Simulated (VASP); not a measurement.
# PbSe (Pm-3m) in VASP: a series of runs, part 2 of 2

VASP 6.6.1.

## Step 4: Relaxation of cell and atoms, revPBE+D4

INCAR reads:

```
SYSTEM = PbSe
PREC     = Accurate       ! precision mode
ENCUT    = 600            ! plane-wave cutoff, eV
EDIFF    = 1E-7           ! SCF threshold, eV
ISMEAR   = -1             ! smearing method
SIGMA    = 0.05           ! smearing width, eV
LREAL    = .False.        ! projectors in reciprocal space
LASPH    = .True.         ! aspherical terms in the spheres
NELM     = 60             ! most SCF steps
ALGO     = Normal         ! electronic algorithm
ISIF     = 3              ! what is computed and relaxed
LWAVE    = .False.        ! write WAVECAR
LCHARG   = .False.        ! write CHGCAR
GGA      = RE             ! functional
IVDW     = 13             ! dispersion correction
IBRION   = 2              ! ionic algorithm
NSW      = 60             ! ionic steps
EDIFFG   = -0.01          ! ionic threshold
```

KPOINTS reads:

```
Automatic mesh
0
Gamma
  7 7 7
  0 0 0
```

POSCAR reads:

```
PbSe
1.0
    3.7843220000      0.0000000000      0.0000000000
    0.0000000000      3.7843220000      0.0000000000
    0.0000000000      0.0000000000      3.7843220000
Pb Se
1 1
Direct
    0.0000000000      0.0000000000      0.0000000000
    0.5000000000      0.5000000000      0.5000000000
```

Potentials or basis: VASP PAW PBE potentials, release 64 (Pb_d, Se).

Command:

```
$ cat potpaw_PBE.64/Pb_d/POTCAR potpaw_PBE.64/Se/POTCAR > POTCAR
$ mpirun -np 1 vasp_std > vasp.out
```

OUTCAR:

```text
SYSTEM = PbSe
   PREC = Accurate
   ENCUT = 600
   EDIFF = 1E-7
   ISMEAR = -1
   LREAL = .False.
   LASPH = .True.
   NELM = 60
   ISIF = 3
   GGA = RE
   IVDW = 13
   IBRION = 2
   NSW = 60
   EDIFFG = -0.01

 ion  position               nearest neighbor table
   1  0.000  0.000  0.000-   2 3.28   2 3.28   2 3.28   2 3.28   2 3.28   2 3.28   2 3.28   2 3.28

   2  0.500  0.500  0.500-   1 3.28   1 3.28   1 3.28   1 3.28   1 3.28   1 3.28   1 3.28   1 3.28

  LATTYP: Found a simple cubic cell.
 ALAT       =     3.7843220000

  Lattice vectors:

 A1 = (   3.7843220000,   0.0000000000,   0.0000000000)
 A2 = (   0.0000000000,   3.7843220000,   0.0000000000)
 A3 = (   0.0000000000,   0.0000000000,   3.7843220000)

Analysis of symmetry for initial positions (statically):
=====================================================================
 Subroutine PRICEL returns:
[... 188 lines left out ...]
     11      10.5680      0.00000
     12      10.5680      0.00000
     13      11.5137      0.00000
     14      11.5137      0.00000
[... 400 lines left out ...]
--------------------------------------- Ionic step        3  -------------------------------------------

 number of electron      19.9999999 magnetization

 Free energy of the ion-electron system (eV)
  ---------------------------------------------------
  ext. energy  EPLUGINS =         0.00000000
  ---------------------------------------------------
  free energy    TOTEN  =        -7.05239529 eV

  energy without entropy =       -7.04254885  energy(sigma->0) =       -7.04747207

 E-fermi :   5.9254     XC(G=0): -10.1081

 val. band max:        5.8756932689   @ k =   0.2857   0.1429   0.1429
 cond. band min:       5.9477076193   @ k =   0.1429   0.1429   0.1429
 fundamental gap:      0.0720143505
 Fermi energy:         5.9253530672

 k-point     1 :       0.0000    0.0000    0.0000
  band No.  band energies     occupation
      1     -11.0414      2.00000
      2     -11.0414      2.00000
      3     -10.8682      2.00000
      4     -10.8682      2.00000
      5     -10.8682      2.00000
      6      -7.5621      2.00000
      7      -0.9629      2.00000
      8       4.3367      2.00000
      9       4.3367      2.00000
     10       4.3367      2.00000
     11      11.0367      0.00000
     12      11.0367      0.00000
     13      12.3931      0.00000
     14      12.3931      0.00000
[... 354 lines left out ...]
  FREE ENERGIE OF THE ION-ELECTRON SYSTEM (eV)
  ---------------------------------------------------
  free  energy   TOTEN  =        -8.4359391312 eV

  energy  without entropy=       -8.4260926902  energy(sigma->0) =       -8.43101591

 reached required accuracy - stopping structural energy minimisation
```

CONTCAR:

```text
PbSe
   1.00000000000000
     3.7233770653036453   -0.0000000000000000    0.0000000000000000
    -0.0000000000000000    3.7233770653036453   -0.0000000000000000
    -0.0000000000000000   -0.0000000000000000    3.7233770653036453
  Pb              Se
     1     1
Direct
     0.0000000000000000    0.0000000000000000    0.0000000000000000
     0.5000000000000000    0.5000000000000000    0.5000000000000000

  0.00000000E+00  0.00000000E+00  0.00000000E+00
  0.00000000E+00  0.00000000E+00  0.00000000E+00
```

It took 47 s on 1 thread of Intel Xeon Platinum 8259CL at 2.50GHz (Skylake/Cascade Lake), shared host; peak memory 0.18 GiB.

What came out:

```
Free energy                            : -8.4359 eV
Relaxed volume                         : 25.81 Å³/atom
Relaxed cell                           : a = 3.723 Å, b = 3.723 Å, c = 3.723 Å, α = 90.00°, β = 90.00°, γ = 90.00°
Space group after relaxing (to 0.05 Å) : Pm-3m (No. 221)
Energy gained by relaxing              : 9.7 meV/atom
Ionic steps                            : 3
Pressure after relaxing                : 0.0 GPa
Band gap on the k mesh                 : zero (band 10 reaches 5.95 eV, above the bottom of band 11 at 5.72 eV)
Dispersion energy per atom             : -0.692 eV
```

The path:
```
step  energy change (eV)  largest force (eV/Å)  pressure (GPa)  volume (Å³)
   1              0.0000                0.0000           -2.28        54.20
   2             -0.0190                0.0000            0.44        51.22
   3             -0.0194                0.0000            0.00        51.62
```

Final structure:
```
CELL_PARAMETERS angstrom
3.72338 0.00000 0.00000
0.00000 3.72338 0.00000
0.00000 0.00000 3.72338
ATOMIC_POSITIONS crystal
Pb 0.00000 0.00000 0.00000
Se 0.50000 0.50000 0.50000
```

Caveat: the PAW data sets were made with another functional, which shifts forces and pressure a little; spin-orbit coupling is left out, which moves the levels of the heavy elements; pairwise dispersion overbinds metals, which lowers pressure and volume.

## Step 5: Summary

```csv
level,gap on the mesh (eV),pressure (GPa),relaxed volume (Å³/atom)
RPBE+D4,none,0.0,25.74
revPBE+D3(BJ),none,0.0,25.44
revPBE+D4,none,0.0,25.81
```

Alike in all rows: task relaxation of cell and atoms; potentials or basis VASP PAW PBE potentials, release 64 (Pb_d, Se); no spin polarisation; cell relaxed; k mesh 7 × 7 × 7; cutoff (eV) 600; smearing fermi-dirac 0.05 eV.

Caveats: the PAW data sets were made with another functional, which shifts forces and pressure a little; spin-orbit coupling is left out, which moves the levels of the heavy elements; pairwise dispersion overbinds metals, which lowers pressure and volume.

Total energies depend on the potentials used, so only differences within one code and one set of settings carry meaning.
